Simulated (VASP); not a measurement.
# Al32As (a cell with a defect) in VASP: further runs

The runs below take Al32As (a cell with a defect) through single point, with PBE+D3(BJ).

Program: VASP 6.6.1. These are calculated values, not measurements. Logs are shortened: lines on timing, memory, paths and dates and some standing lists are left out, and cuts for length are marked.

## (1) The cell of the first run

The cell holds a defect, 33 atoms: a = 8.100 Å, b = 8.100 Å, c = 8.100 Å, α = 90.00°, β = 90.00°, γ = 90.00°.

## (2) Single point, PBE+D3(BJ)

Input file INCAR:

```
PREC = Accurate
ENCUT = 520
EDIFF = 1E-6
ISMEAR = -1
SIGMA = 0.05
LREAL = Auto
LASPH = True
NELM = 100
ALGO = Normal
ISIF = 2
LWAVE = False
LCHARG = False
GGA = PE
IVDW = 12
NBANDS = 72
```

Input file KPOINTS:

```
regular mesh
0
Gamma
  2 2 2
```

Input file POSCAR:

```
Al32As
1.0
    8.1000000000      0.0000000000      0.0000000000
    0.0000000000      8.1000000000      0.0000000000
    0.0000000000      0.0000000000      8.1000000000
Al As
32 1
Direct
    0.4266172840      0.0164320988     -0.0342469136
    0.7195679012      0.1783950617      0.0092716049
    0.7662962963     -0.0282222222      0.3329382716
    0.0617901235      0.0848888889     -0.0126049383
    0.2899012346      0.3374320988     -0.0052098765
    0.5633950617      0.5005308642      0.0279135802
    0.6932839506      0.7701604938     -0.0733827160
    0.2735061728      0.0640617284      0.2563086420
    0.5056543210      0.2328395062      0.2578148148
    0.8032345679      0.5884074074      0.2479135802
    0.5176913580      0.0010000000      0.4747777778
    0.7220493827      0.2572345679      0.5133827160
    0.7048024691      0.0011975309      0.7288518519
   -0.0120864198      0.4026296296      0.0004691358
    0.2606296296      0.7014074074      0.0050987654
   -0.0663086420      0.2414938272      0.2846172840
    0.2244074074      0.5041358025      0.2688518519
    0.5236296296      0.7531728395      0.2293086420
    0.0459382716      0.0118888889      0.5139876543
    0.2162839506      0.2585432099      0.4646913580
    0.5492962963      0.5058888889      0.4533950617
    0.7286419753      0.7351358025      0.5706296296
    0.2407407407      0.0295555556      0.7047283951
    0.4863209877      0.2452716049      0.7468395062
    0.7015555556      0.4673950617      0.7379506173
    0.0701851852      0.7563703704      0.3172962963
   -0.0078641975      0.5292592593      0.4921975309
    0.3374074074      0.7573209877      0.4783580247
   -0.0151234568      0.2299629630      0.7279876543
    0.2421111111      0.4392716049      0.7130370370
    0.4590493827      0.7235432099      0.7600740741
    0.0447901235      0.7377777778      0.7066790123
   -0.0268024691      0.7355555556      0.0384814815
```

Potentials or basis: VASP PAW PBE potentials, release 64 (Al, As).

Run with:

```
cat potpaw_PBE.64/Al/POTCAR potpaw_PBE.64/As/POTCAR > POTCAR
mpirun -np 1 vasp_std > vasp.out
```

OUTCAR:

```text
PREC = Accurate
   ENCUT = 520
   EDIFF = 1E-6
   ISMEAR = -1
   LREAL = Auto
   LASPH = True
   NELM = 100
   ISIF = 2
   GGA = PE
   IVDW = 12
 IVDW          = 12

 ion  position               nearest neighbor table
   1  0.427  0.016  0.966-  23 2.60  24 2.61   8 2.69   2 2.73   5 2.84  15 2.90  31 2.91   7 2.96
                            13 2.96   4 3.01   9 3.01  18 3.12
   2  0.720  0.178  0.009-  13 2.69   9 2.69   1 2.73  14 2.83  16 2.87   4 2.88  24 2.90   6 2.90
                             3 3.13  29 3.16  25 3.21
   3  0.766  0.972  0.333-  11 2.33  16 2.60  19 2.72  22 2.73  12 2.76  18 2.78  26 3.02   9 3.05
                             2 3.13  10 3.19  13 3.25
   4  0.062  0.085  0.987-  29 2.49  14 2.64  23 2.75   5 2.76   8 2.78   2 2.88  16 2.91  33 2.95
                             1 3.01
   5  0.290  0.337  0.995-  30 2.46  14 2.50   6 2.59  17 2.65  24 2.67   4 2.76   1 2.84   9 2.88
                            15 2.96   8 3.07
   6  0.563  0.501  0.028-   7 2.56   5 2.59  25 2.62  18 2.64  10 2.73   9 2.90   2 2.90  31 2.95
                            15 2.95  24 3.14
   7  0.693  0.770  0.927-  31 2.36  33 2.46  13 2.47   6 2.56  18 2.81  25 2.89  22 2.91   1 2.96
                            10 3.12
   8  0.274  0.064  0.256-   9 2.32  20 2.35   1 2.69  11 2.70   4 2.78  19 2.82  26 3.03   5 3.07
                            28 3.11  16 3.11  18 3.24
   9  0.506  0.233  0.258-   8 2.32  11 2.57   2 2.69  12 2.72  21 2.74   5 2.88  20 2.89   6 2.90
[... 23 lines left out ...]
  21  0.549  0.506  0.453-  12 2.50  22 2.54  25 2.63  28 2.67  18 2.71  10 2.73   9 2.74  17 3.03
                            31 3.13  24 3.22  30 3.30  20 3.36
  22  0.729  0.735  0.571-  13 2.51  21 2.54  25 2.57  31 2.67   3 2.73  27 2.78  32 2.79  11 2.86
                             7 2.91  10 2.93  18 3.23  28 3.26
  23  0.241  0.030  0.705-  19 2.21   1 2.60  29 2.64  24 2.67  20 2.69   4 2.75  32 2.85  11 2.92
                            28 2.97  31 3.08  30 3.32
  24  0.486  0.245  0.747-  25 2.51  30 2.54   1 2.61  13 2.66   5 2.67  23 2.67  12 2.69   2 2.90
                            11 2.97   6 3.14  20 3.17  21 3.22
  25  0.702  0.467  0.738-  12 2.50  24 2.51  22 2.57   6 2.62  21 2.63  31 2.86   7 2.89  29 3.00
                            27 3.12  14 3.19   2 3.21
  26  0.070  0.756  0.317-  33 2.40  27 2.41  17 2.43  28 2.53  10 2.62  19 2.62  15 3.00   3 3.02
                             8 3.03  32 3.16
  27  0.992  0.529  0.492-  26 2.41  32 2.46  10 2.55  17 2.62  22 2.78  30 2.80  20 2.86  16 2.91
                            29 3.09  12 3.11  25 3.12  28 3.35
  28  0.337  0.757  0.478-  11 2.46  31 2.50  18 2.52  26 2.53  21 2.67  17 2.81  23 2.97  32 3.01
                             8 3.11  19 3.15  22 3.26  30 3.29  27 3.35
  29  0.985  0.230  0.728-   4 2.49  19 2.52  14 2.61  23 2.64  30 2.69  12 2.76  20 2.85  13 2.93
                            25 3.00  27 3.09   2 3.16
  30  0.242  0.439  0.713-   5 2.46  20 2.50  24 2.54  29 2.69  27 2.80  32 2.90  31 2.92  14 3.12
                            15 3.18  28 3.29  21 3.30  23 3.32
  31  0.459  0.724  0.760-   7 2.36  28 2.50  15 2.56  22 2.67  25 2.86   1 2.91  30 2.92   6 2.95
                            13 3.01  23 3.08  21 3.13  11 3.26
  32  0.045  0.738  0.707-  27 2.46  19 2.71  33 2.75  22 2.79  23 2.85  30 2.90  15 3.00  28 3.01
                            26 3.16
  33  0.973  0.736  0.038-  15 2.36  26 2.40   7 2.46  10 2.49  14 2.72  32 2.75   4 2.95

  LATTYP: Found a simple cubic cell.
 ALAT       =     8.1000000000

  Lattice vectors:

 A1 = (   8.1000000000,   0.0000000000,   0.0000000000)
 A2 = (   0.0000000000,   8.1000000000,   0.0000000000)
 A3 = (   0.0000000000,   0.0000000000,   8.1000000000)

Analysis of symmetry for initial positions (statically):
=====================================================================
 Subroutine PRICEL returns:
 Original cell was already a primitive cell.

 Routine SETGRP: Setting up the symmetry group for a
 simple cubic supercell.

 Subroutine GETGRP returns: Found  1 space group operations
 (whereof  1 operations were pure point group operations)
 out of a pool of 48 trial point group operations.

The static configuration has the point symmetry C_1 .

Analysis of symmetry for dynamics (positions and initial velocities):
=====================================================================
 Subroutine PRICEL returns:
 Original cell was already a primitive cell.

 Routine SETGRP: Setting up the symmetry group for a
 simple cubic supercell.

 Subroutine GETGRP returns: Found  1 space group operations
 (whereof  1 operations were pure point group operations)
 out of a pool of 48 trial point group operations.

The dynamic configuration has the point symmetry C_1 .

 Subroutine INISYM returns: Found  1 space group operations
 (whereof  1 operations are pure point group operations),
 and found     1 'primitive' translations

[... 99 lines left out ...]

  Length of vectors
     0.061728395  0.061728395  0.061728395

  Shift w.r.t. Gamma in fractional coordinates (k-lattice)
     0.000000000  0.000000000  0.000000000

 Subroutine IBZKPT returns following result:
 ===========================================

 Found      8 irreducible k-points:

 Following reciprocal coordinates:
            Coordinates               Weight
  0.000000  0.000000  0.000000      1.000000
  0.500000  0.000000  0.000000      1.000000
  0.000000  0.500000  0.000000      1.000000
  0.000000  0.000000  0.500000      1.000000
  0.500000  0.500000  0.000000      1.000000
  0.000000  0.500000  0.500000      1.000000
  0.500000  0.000000  0.500000      1.000000
  0.500000  0.500000  0.500000      1.000000
   k-points           NKPTS =      8   k-points in BZ     NKDIM =      8   number of bands    NBANDS=     72
   number of dos      NEDOS =    301   number of ions     NIONS =     33
   total plane-waves  NPLWV = 216000
   dimension x,y,z NGX =    60 NGY =   60 NGZ =   60
   dimension x,y,z NGXF=   120 NGYF=  120 NGZF=  120
   ions per type =              32   1
   NGX,Y,Z   is equivalent  to a cutoff of  12.31, 12.31, 12.31 a.u.
   NGXF,Y,Z  is equivalent  to a cutoff of  24.63, 24.63, 24.63 a.u.
 SYSTEM =  unknown system
   PREC   = accura    normal or accurate (medium, high low for compatibility)
   ISTART =      0    job   : 0-new  1-cont  2-samecut
   ICHARG =      2    charge: 1-file 2-atom 10-const
   ISPIN  =      1    spin polarized calculation?
   LNONCOLLINEAR =      F non collinear calculations
   LSORBIT =      F    spin-orbit coupling
   LASPH  =      T    aspherical Exc in radial PAW
   ENCUT  =  520.0 eV  38.22 Ry    6.18 a.u.  15.06 15.06 15.06*2*pi/ulx,y,z
   NELM   =    100;   NELMIN=  2; NELMDL= -5     # of ELM steps
   EDIFF  = 0.1E-05   stopping-criterion for ELM
   LREAL  =      T    real-space projection
   EDIFFG = 0.1E-04   stopping-criterion for IOM
   NSW    =      0    number of steps for IOM
   IBRION =     -1    ionic relax: 0-MD 1-quasi-New 2-CG
   NFREE  =      0    steps in history (QN), initial steepest desc. (CG)
   ISIF   =      2    stress and relaxation
   ISYM   =      2    0-nonsym 1-usesym 2-fastsym
   POTIM  = 0.5000    time-step for ionic-motion
   TEBEG  =    0.0;   TEEND  =   0.0 temperature during run
   PSTRESS=    0.0 pullay stress
   NELECT =     101.0000    total number of electrons
   NUPDOWN=      -1.0000    fix difference up-down
   EMIN   =  10.00;   EMAX   =-10.00  energy-range for DOS
   EFERMI =   0.00;   METHOD = LEGACY
   ISMEAR =    -1;   SIGMA  =   0.05  broadening in eV -4-tet -1-fermi 0-gaus
   EFERMI_NEDOS =   21; number of points for ismear=-14 and -15
   IALGO  =     38    algorithm
   IMIX   =      4    mixing-type and parameters
     AMIX     =   0.40;   BMIX     =  1.00
     AMIX_MAG =   1.60;   BMIX_MAG =  1.00
  volume/ion in A,a.u.               =      16.10       108.68
  Fermi-wavevector in a.u.,A,eV,Ry     =   0.941233  1.778672 12.053656  0.885919
  Thomas-Fermi vector in A             =   2.068723
   LORBIT       =      0    0 simple, 1 ext, 2 COOP (PROOUT), +10 PAW based schemes
   GGA     = PE    functional components
   LHFCALC =     F    Hartree Fock is set to
   AEXX    =    0.0000 exact exchange contribution
   IVDW    =    12    specifies the selected vdW correction
   LEPSILON=     F    determine dielectric tensor
   LRPA    =     F    only Hartree local field effects (RPA)
 non-spin polarized calculation
  energy-cutoff  :      520.00
  volume of cell :      531.44
 maximum number of plane-waves:     14400
   NGX = 31   NGY = 31   NGZ = 31

 number of electron     101.0000000 magnetization

 Free energy of the ion-electron system (eV)
  ---------------------------------------------------
  ext. energy  EPLUGINS =         0.00000000
  ---------------------------------------------------
  free energy    TOTEN  =      -114.84348374 eV

  energy without entropy =     -114.73117227  energy(sigma->0) =     -114.78732801

 E-fermi :   8.0868     XC(G=0): -10.2611

 val. band max:        8.0689353232   @ k =   0.0000   0.5000   0.5000
 cond. band min:       8.0974413446   @ k =   0.5000   0.5000   0.0000
 fundamental gap:      0.0285060214
 Fermi energy:         8.0868469329

 k-point     1 :       0.0000    0.0000    0.0000
  band No.  band energies     occupation
      1      -4.7914      2.00000
      2      -2.9185      2.00000
      3      -1.4512      2.00000
      4      -1.2422      2.00000
      5      -0.9377      2.00000
      6      -0.7963      2.00000
[... 509 lines left out ...]
     61      10.6036      0.00000
     62      10.6923      0.00000
 [bands above 62 left out]

------------------------ aborting loop because EDIFF is reached ----------------------------------------

 Edisp (eV)  -11.59521

 E8    (eV) :    -5.1844

  FORCE on cell =-STRESS in cart. coord.  units (eV):
  Direction    XX          YY          ZZ          XY          YZ          ZX
  --------------------------------------------------------------------------------------
  -------------------------------------------------------------------------------------
  Total      31.30031    23.31323    34.17900     6.15914     0.66453     5.72001
  in kB      94.36352    70.28423   103.04215    18.56845     2.00342    17.24456
  external pressure =       89.23 kB  Pullay stress =        0.00 kB

 VOLUME and BASIS-vectors are now :
 -----------------------------------------------------------------------------
  energy-cutoff  :      520.00
  volume of cell :      531.44
      direct lattice vectors                 reciprocal lattice vectors
     8.100000000  0.000000000  0.000000000     0.123456790  0.000000000  0.000000000
     0.000000000  8.100000000  0.000000000     0.000000000  0.123456790  0.000000000
     0.000000000  0.000000000  8.100000000     0.000000000  0.000000000  0.123456790

 POSITION                                       TOTAL-FORCE (eV/Angst)
 -----------------------------------------------------------------------------------
      3.45560      0.13310      7.82260         0.277297     -0.729175      0.834171
      5.82850      1.44500      0.07510         0.333628      0.092972      0.090373
      6.20700      7.87140      2.69680         1.544784     -0.325076     -1.601075
      0.50050      0.68760      7.99790         0.035820     -1.125319      1.110433
      2.34820      2.73320      8.05780         0.559915     -0.919837      1.088179
      4.56350      4.05430      0.22610        -0.196892     -0.830381      0.393545
[... 25 lines left out ...]
      0.36280      5.97600      5.72410         0.369633      0.566650      0.597902
      7.88290      5.95800      0.31170        -0.667716      0.772585     -1.501366
 -----------------------------------------------------------------------------------
    total drift:                               -0.004866     -0.014054      0.022967

  FREE ENERGIE OF THE ION-ELECTRON SYSTEM (eV)
  ---------------------------------------------------
  free  energy   TOTEN  =      -126.4386963922 eV

  energy  without entropy=     -126.3263849214  energy(sigma->0) =     -126.38254066
```

Wall time 3.4 min (1 thread of Intel Xeon 6975P-C (Granite Rapids), shared host); peak memory 0.56 GiB.

What came out:

```
Free energy                : -126.4387 eV
Pressure                   : 8.9 GPa
Largest force              : 4.318 eV/Å
Dispersion energy per atom : -0.351 eV
```

Forces in eV/Å, atoms in the order of the input:
```
Al   0.277 -0.729  0.834
Al   0.334  0.093  0.090
Al   1.545 -0.325 -1.601
Al   0.036 -1.125  1.110
Al   0.560 -0.920  1.088
Al  -0.197 -0.830  0.394
Al   1.021  0.275  1.387
Al  -1.880 -2.792 -1.458
Al   1.642  1.722 -0.608
Al  -0.703 -0.843  0.082
Al  -1.768  0.557  1.235
Al   0.716 -0.742 -0.222
Al   0.928  1.096  0.079
Al  -0.887  0.941  0.049
Al   1.260 -0.049 -0.007
Al   0.722  0.439 -0.744
Al   1.414 -0.840 -0.373
Al  -0.136  0.819 -0.558
Al  -3.130 -1.428 -2.610
Al   0.545  1.288  1.022
Al  -1.633 -0.051 -0.443
Al   0.712  0.250 -0.685
Al   2.331 -0.634  2.108
Al   0.000 -0.334 -0.226
Al   1.480  0.473  1.017
Al  -0.194  2.525  0.178
Al  -0.545 -2.431  1.146
Al  -1.146 -0.644  0.417
Al  -1.290  1.039 -0.454
Al  -0.398  2.089 -0.450
Al  -1.317 -0.229 -0.894
Al   0.370  0.567  0.598
As  -0.668  0.773 -1.501
```

Levels at points of the mesh, in eV from the Fermi level:
| k point | band 47 | band 48 | band 49 | band 50 | band 51 | band 52 | band 53 | band 54 |
| --- | --- | --- | --- | --- | --- | --- | --- | --- |
| (0.00, 0.00, 0.00) | -0.48 | -0.38 | -0.29 | -0.05 | 0.04 | 0.24 | 0.29 | 0.43 |
| (0.50, 0.00, 0.00) | -0.63 | -0.56 | -0.39 | -0.15 | -0.04 | 0.06 | 0.25 | 0.32 |
| (0.00, 0.50, 0.00) | -0.67 | -0.49 | -0.20 | -0.11 | -0.09 | -0.06 | 0.10 | 0.23 |
| (0.00, 0.00, 0.50) | -0.63 | -0.57 | -0.27 | -0.11 | 0.06 | 0.20 | 0.22 | 0.34 |
| (0.50, 0.50, 0.00) | -0.86 | -0.65 | 0.01 | 0.12 | 0.30 | 0.51 | 0.60 | 0.73 |
| (0.00, 0.50, 0.50) | -1.03 | -0.72 | -0.02 | 0.21 | 0.27 | 0.42 | 0.56 | 0.81 |
| (0.50, 0.00, 0.50) | -0.78 | -0.63 | -0.17 | -0.08 | 0.07 | 0.53 | 0.62 | 0.79 |
| (0.50, 0.50, 0.50) | -0.85 | -0.73 | -0.61 | -0.51 | -0.46 | -0.45 | -0.34 | -0.23 |

Caveat: the k points lie up to 0.39 Å⁻¹ apart.

(Part 1 of 3 ends here.)
